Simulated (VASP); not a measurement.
A run of VASP 6.6.1 is set up as follows.

Contents of INCAR:

```
  ALGO = Normal
  EDIFF = 1E-6
  EDIFFG = -0.01
  ENCUT = 600
  GGA = PS
  IBRION = 2
  ISIF = 3
  ISMEAR = -1
  LASPH = True
  LCHARG = False
  LREAL = False
  LWAVE = False
  NELM = 100
  NSW = 60
  PREC = Accurate
  SIGMA = 0.05
```

Contents of KPOINTS:

```
k-points
0
Gamma
  11 11 11
```

Contents of POSCAR:

```
TaAs
1.0
   -1.7218133622      1.7218133622      5.8679415361
    1.7218133622     -1.7218133622      5.8679415361
    1.7218133622      1.7218133622     -5.8679415361
Ta As
2 2
Direct
    0.4999673000      0.4999673000      0.0000000000
    0.2499673000      0.7499673000      0.5000000000
    0.0826321200      0.0826321200      0.0000000000
    0.8326321200      0.3326321200      0.5000000000
```

Potentials or basis: VASP PAW PBE potentials, release 64 (Ta_pv, As).

Command:

```console
$ cat potpaw_PBE.64/Ta_pv/POTCAR potpaw_PBE.64/As/POTCAR > POTCAR
$ mpirun -np 1 vasp_std > vasp.out
```

Question: Predict the band gap on the k mesh.

Answer: Zero (bands 16 and 17 overlap by 0.02 eV).

Question: What does it give for the relaxed cell?

Answer: a = 6.286 Å, b = 6.286 Å, c = 6.286 Å, α = 148.31°, β = 148.31°, γ = 45.44°.

Question: Estimate the relaxed volume.

Answer: 17.09 Å³/atom.

Forces on the atoms (eV/Å):
```
Ta   0.000  0.000  0.002
Ta   0.000  0.000  0.002
As   0.000  0.000 -0.002
As   0.000  0.000 -0.002
```

Caveat: the PAW data sets were made with another functional, which shifts forces and pressure a little; spin-orbit coupling is left out, which moves the levels of the heavy elements.
